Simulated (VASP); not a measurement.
# Ge (P6/mmm) in VASP: a series of runs, part 2 of 2

VASP 6.6.1. Earlier steps stand in the parts before.

### 4 Single point, PBE

This run uses another cell than the first one: it holds 3 atoms, not 1.

The input, INCAR:

```
SYSTEM = Ge
ALGO = Normal ; EDIFF = 1E-7
ENCUT = 520 ; GGA = PE
ISIF = 2 ; ISMEAR = -1
LASPH = .TRUE. ; LCHARG = .TRUE.
LELF = .TRUE. ; LREAL = .FALSE.
LVHAR = .TRUE. ; LWAVE = .FALSE.
NBANDS = 28 ; NELM = 100
PREC = Accurate ; SIGMA = 0.05
```

The input, KPOINTS:

```
k-points
0
G
  9 9 13
  0 0 0
```

The input, POSCAR:

```
Ge
1.0
    4.0725246215      0.0000000000      0.0000000000
   -2.0362623108      3.5269097797      0.0000000000
    0.0000000000      0.0000000000      2.3979325201
Ge
3
Direct
    0.0000000000      0.0000000000      0.0000000000
    0.3333333333      0.6666666667      0.5000000000
    0.6666666667      0.3333333333      0.5000000000
```

Potentials or basis: VASP PAW PBE potentials, release 64 (Ge_d).

Started as:

```
> cat potpaw_PBE.64/Ge_d/POTCAR > POTCAR
> mpirun -np 1 vasp_std > vasp.out
```

OUTCAR:

```text
SYSTEM = Ge
   EDIFF = 1E-7
   ENCUT = 520
   GGA = PE
   ISIF = 2
   ISMEAR = -1
   LASPH = .TRUE.
   LREAL = .FALSE.
   NELM = 100
   PREC = Accurate

 ion  position               nearest neighbor table
   1  0.000  0.000  0.000-   2 2.64   3 2.64   2 2.64   3 2.64   2 2.64   2 2.64   3 2.64   3 2.64
                             3 2.64   3 2.64   2 2.64   2 2.64
   2  0.333  0.667  0.500-   3 2.35   3 2.35   3 2.35   1 2.64   1 2.64   1 2.64   1 2.64   1 2.64
                             1 2.64
   3  0.667  0.333  0.500-   2 2.35   2 2.35   2 2.35   1 2.64   1 2.64   1 2.64   1 2.64   1 2.64
                             1 2.64

  LATTYP: Found a hexagonal cell.
 ALAT       =     4.0725246215
 C/A-ratio  =     0.5888073721

  Lattice vectors:

 A1 = (   4.0725246215,   0.0000000000,   0.0000000000)
 A2 = (  -2.0362623108,   3.5269097797,   0.0000000000)
 A3 = (   0.0000000000,   0.0000000000,   2.3979325201)

Analysis of symmetry for initial positions (statically):
=====================================================================
 Subroutine PRICEL returns:
 Original cell was already a primitive cell.

 Routine SETGRP: Setting up the symmetry group for a
 hexagonal supercell.

 Subroutine GETGRP returns: Found 24 space group operations
 (whereof 24 operations were pure point group operations)
 out of a pool of 24 trial point group operations.

The static configuration has the point symmetry D_6h.

Analysis of symmetry for dynamics (positions and initial velocities):
=====================================================================
 Subroutine PRICEL returns:
 Original cell was already a primitive cell.

 Routine SETGRP: Setting up the symmetry group for a
 hexagonal supercell.

 Subroutine GETGRP returns: Found 24 space group operations
 (whereof 24 operations were pure point group operations)
 out of a pool of 24 trial point group operations.

The dynamic configuration has the point symmetry D_6h.

 Subroutine INISYM returns: Found 24 space group operations
 (whereof 24 operations are pure point group operations),
 and found     1 'primitive' translations

----------------------------------------------------------------------------------------

                                     Primitive cell

  volume of cell :      34.4425

  direct lattice vectors                    reciprocal lattice vectors
     4.072524622  0.000000000  0.000000000     0.245547932  0.141767165  0.000000000
    -2.036262311  3.526909780  0.000000000     0.000000000  0.283534330  0.000000000
     0.000000000  0.000000000  2.397932520     0.000000000  0.000000000  0.417025914

  length of vectors
     4.072524622  4.072524621  2.397932520     0.283534330  0.283534330  0.417025914

  position of ions in fractional coordinates (direct lattice)
     0.000000000  0.000000000  0.000000000
     0.333333333  0.666666667  0.500000000
     0.666666667  0.333333333  0.500000000

  ion indices of the primitive-cell ions
   primitive index   ion index
                 1           1
                 2           2
                 3           3

----------------------------------------------------------------------------------------

 KPOINTS: k-points

Automatic generation of k-mesh.
 Grid dimensions read from file:
 generate k-points for:    9    9   13

 Generating k-lattice:

  Cartesian coordinates                     Fractional coordinates (reciprocal lattice)
     0.027283104  0.015751907  0.000000000     0.111111111  0.000000000  0.000000000
     0.000000000  0.031503814  0.000000000     0.000000000  0.111111111  0.000000000
     0.000000000  0.000000000  0.032078916     0.000000000  0.000000000  0.076923077

  Length of vectors
     0.031503814  0.031503814  0.032078916

  Shift w.r.t. Gamma in fractional coordinates (k-lattice)
     0.000000000  0.000000000  0.000000000

 Subroutine IBZKPT returns following result:
 ===========================================

 Found     84 irreducible k-points:

 Following reciprocal coordinates:
            Coordinates               Weight
  0.000000  0.000000  0.000000      1.000000
  0.111111 -0.000000  0.000000      6.000000
  0.222222  0.000000  0.000000      6.000000
  0.333333  0.000000  0.000000      6.000000
  0.444444  0.000000  0.000000      6.000000
  0.111111  0.111111  0.000000      6.000000
[... 16 lines left out ...]
  0.333333  0.222222  0.076923     24.000000
  0.333333  0.333333  0.076923      4.000000
 [... further k-points ...]
   k-points           NKPTS =     84   k-points in BZ     NKDIM =     84   number of bands    NBANDS=     28
   number of dos      NEDOS =    301   number of ions     NIONS =      3
   total plane-waves  NPLWV =  16200
   dimension x,y,z NGX =    30 NGY =   30 NGZ =   18
   dimension x,y,z NGXF=    60 NGYF=   60 NGZF=   36
   ions per type =               3
   NGX,Y,Z   is equivalent  to a cutoff of  12.25, 12.25, 12.48 a.u.
   NGXF,Y,Z  is equivalent  to a cutoff of  24.49, 24.49, 24.96 a.u.
 SYSTEM =  Ge
   PREC   = accura    normal or accurate (medium, high low for compatibility)
   ISTART =      0    job   : 0-new  1-cont  2-samecut
   ICHARG =      2    charge: 1-file 2-atom 10-const
   ISPIN  =      1    spin polarized calculation?
   LNONCOLLINEAR =      F non collinear calculations
   LSORBIT =      F    spin-orbit coupling
   LASPH  =      T    aspherical Exc in radial PAW
   ENCUT  =  520.0 eV  38.22 Ry    6.18 a.u.   7.57  7.57  4.46*2*pi/ulx,y,z
   NELM   =    100;   NELMIN=  2; NELMDL= -5     # of ELM steps
   EDIFF  = 0.1E-06   stopping-criterion for ELM
   LREAL  =      F    real-space projection
   EDIFFG = 0.1E-05   stopping-criterion for IOM
   NSW    =      0    number of steps for IOM
   IBRION =     -1    ionic relax: 0-MD 1-quasi-New 2-CG
   NFREE  =      0    steps in history (QN), initial steepest desc. (CG)
   ISIF   =      2    stress and relaxation
   ISYM   =      2    0-nonsym 1-usesym 2-fastsym
   POTIM  = 0.5000    time-step for ionic-motion
   TEBEG  =    0.0;   TEEND  =   0.0 temperature during run
   PSTRESS=    0.0 pullay stress
   NELECT =      42.0000    total number of electrons
   NUPDOWN=      -1.0000    fix difference up-down
   EMIN   =  10.00;   EMAX   =-10.00  energy-range for DOS
   EFERMI =   0.00;   METHOD = LEGACY
   ISMEAR =    -1;   SIGMA  =   0.05  broadening in eV -4-tet -1-fermi 0-gaus
   EFERMI_NEDOS =   21; number of points for ismear=-14 and -15
   IALGO  =     38    algorithm
   IMIX   =      4    mixing-type and parameters
     AMIX     =   0.40;   BMIX     =  1.00
     AMIX_MAG =   1.60;   BMIX_MAG =  1.00
  volume/ion in A,a.u.               =      11.48        77.48
  Fermi-wavevector in a.u.,A,eV,Ry     =   1.749013  3.305154 41.620831  3.059045
  Thomas-Fermi vector in A             =   2.820008
   LORBIT       =      0    0 simple, 1 ext, 2 COOP (PROOUT), +10 PAW based schemes
   GGA     = PE    functional components
   LHFCALC =     F    Hartree Fock is set to
   AEXX    =    0.0000 exact exchange contribution
   IVDW    =     0    specifies the selected vdW correction
   LEPSILON=     F    determine dielectric tensor
   LRPA    =     F    only Hartree local field effects (RPA)
 non-spin polarized calculation
  energy-cutoff  :      520.00
  volume of cell :       34.44
 maximum number of plane-waves:       945
   NGX = 15   NGY = 15   NGZ =  9

 number of electron      41.9999946 magnetization

 Free energy of the ion-electron system (eV)
  ---------------------------------------------------
  ext. energy  EPLUGINS =         0.00000000
  ---------------------------------------------------
  free energy    TOTEN  =        -7.59965801 eV

  energy without entropy =       -7.59175701  energy(sigma->0) =       -7.59570751

 E-fermi :  13.6542     XC(G=0): -14.0337

 val. band max:       13.6082375251   @ k =   0.1111   0.1111   0.2308
 cond. band min:      13.6643603459   @ k =   0.2222   0.0000   0.3077
 fundamental gap:      0.0561228207
 Fermi energy:        13.6541934539

 k-point     1 :       0.0000    0.0000    0.0000
  band No.  band energies     occupation
      1     -12.1433      2.00000
      2     -11.9559      2.00000
      3     -11.8162      2.00000
      4     -11.7739      2.00000
      5     -11.7739      2.00000
      6     -11.7421      2.00000
[... 20 lines left out ...]
     27      30.3319      0.00000
[... 691 lines left out ...]
      6     -11.8414      2.00000
[... 20 lines left out ...]
     27      22.8714      0.00000
     28      26.3116      0.00000

 [... further k-points ...]

------------------------ aborting loop because EDIFF is reached ----------------------------------------

  FORCE on cell =-STRESS in cart. coord.  units (eV):
  Direction    XX          YY          ZZ          XY          YZ          ZX
  --------------------------------------------------------------------------------------
  -------------------------------------------------------------------------------------
  Total       23.7264010     23.7264010     23.7260899     -0.0000000      0.0000000      0.0000000
  in kB     1103.6908006   1103.6908006   1103.6763295     -0.0000000      0.0000000      0.0000000
  external PRESSURE =    1103.6859769 kB  Pullay stress =       0.0000000 kB

 VOLUME and BASIS-vectors are now :
 -----------------------------------------------------------------------------
  energy-cutoff  :      520.00
  volume of cell :       34.44
      direct lattice vectors                 reciprocal lattice vectors
     4.072524622  0.000000000  0.000000000     0.245547932  0.141767165  0.000000000
    -2.036262311  3.526909780  0.000000000     0.000000000  0.283534330  0.000000000
     0.000000000  0.000000000  2.397932520     0.000000000  0.000000000  0.417025914

 POSITION                                       TOTAL-FORCE (eV/Angst)
 -----------------------------------------------------------------------------------
      0.00000      0.00000      0.00000         0.000000      0.000000      0.000000
     -0.00000      2.35127      1.19897        -0.000000     -0.000000      0.000000
      2.03626      1.17564      1.19897         0.000000      0.000000     -0.000000
 -----------------------------------------------------------------------------------
    total drift:                               -0.000000      0.000000      0.000000

  FREE ENERGIE OF THE ION-ELECTRON SYSTEM (eV)
  ---------------------------------------------------
  free  energy   TOTEN  =        -7.5996580107 eV

  energy  without entropy=       -7.5917570053  energy(sigma->0) =       -7.59570751
```

OSZICAR:

```text
N       E                     dE             d eps       ncg     rms          rms(c)
DAV:   1     0.274969698285E+03    0.27497E+03   -0.19955E+04  5828   0.479E+03
DAV:   2     0.301998243658E+02   -0.24477E+03   -0.23811E+03  4704   0.627E+02
DAV:   3    -0.662996536020E+01   -0.36830E+02   -0.36317E+02  5000   0.166E+02
DAV:   4    -0.779783309484E+01   -0.11679E+01   -0.11591E+01  5560   0.364E+01
DAV:   5    -0.781239811778E+01   -0.14565E-01   -0.14553E-01  5336   0.392E+00    0.518E+00
DAV:   6    -0.768461053846E+01    0.12779E+00   -0.41707E-02  7664   0.110E+01    0.294E+00
DAV:   7    -0.760054154974E+01    0.84069E-01   -0.57381E-02  7720   0.590E+00    0.170E-01
DAV:   8    -0.759967982069E+01    0.86173E-03   -0.63107E-03  7580   0.369E+00    0.931E-02
DAV:   9    -0.759969191330E+01   -0.12093E-04   -0.96995E-04  5752   0.390E-01    0.543E-02
DAV:  10    -0.759966497902E+01    0.26934E-04   -0.27580E-05  7664   0.246E-01    0.200E-02
DAV:  11    -0.759965855962E+01    0.64194E-05   -0.58323E-06  7552   0.856E-02    0.337E-03
DAV:  12    -0.759965795802E+01    0.60160E-06   -0.10518E-06  5556   0.198E-02    0.113E-03
DAV:  13    -0.759965801068E+01   -0.52662E-07   -0.12038E-07  3404   0.516E-03
   1 F= -.75996580E+01 E0= -.75957075E+01  d E =-.790101E-02
```

stdout:

```text
POSCAR found type information on POSCAR Ge
 POSCAR found :  1 types and       3 ions
 scaLAPACK will be used
 LDA part: xc-table for (Slater+PW92), standard interpolation
 POSCAR, INCAR and KPOINTS ok, starting setup
 FFT: planning ... GRIDC
 FFT: planning ... GRID_SOFT
 FFT: planning ... GRID
 WAVECAR not read
 entering main loop
```

Run time: 1.9 min. Hardware: 1 thread of Intel Xeon 8259CL, shared host; peak memory 0.18 GiB.

What came out:

```
Free energy            : -7.5997 eV
Pressure               : 110.4 GPa
Band gap on the k mesh : zero (bands 21 and 22 overlap by 9.65 eV)
```

Caveat: the cell stands under pressure.

### 5 Summary

```csv
cell,k mesh,gap on the mesh (eV),pressure (GPa)
"a = 2.433, b = 2.433, c = 2.268 Å, angles 90.0, 90.0, 120.0°, 1 atom, atomic positions A",18 × 18 × 17,none,110.3
"a = 4.072, b = 4.072, c = 2.398 Å, angles 90.0, 90.0, 120.0°, 3 atoms, atomic positions B",9 × 9 × 13,none,110.5
"a = 4.073, b = 4.073, c = 2.398 Å, angles 90.0, 90.0, 120.0°, 3 atoms, atomic positions B",9 × 9 × 13,none,110.4
```

Alike in all rows: task single point; level PBE; potentials or basis VASP PAW PBE potentials, release 64 (Ge_d); no spin polarisation; cutoff (eV) 520; smearing fermi-dirac 0.05 eV.

Caveats: the cell stands under pressure.

Absolute energies hang on the potentials; compare differences alone.
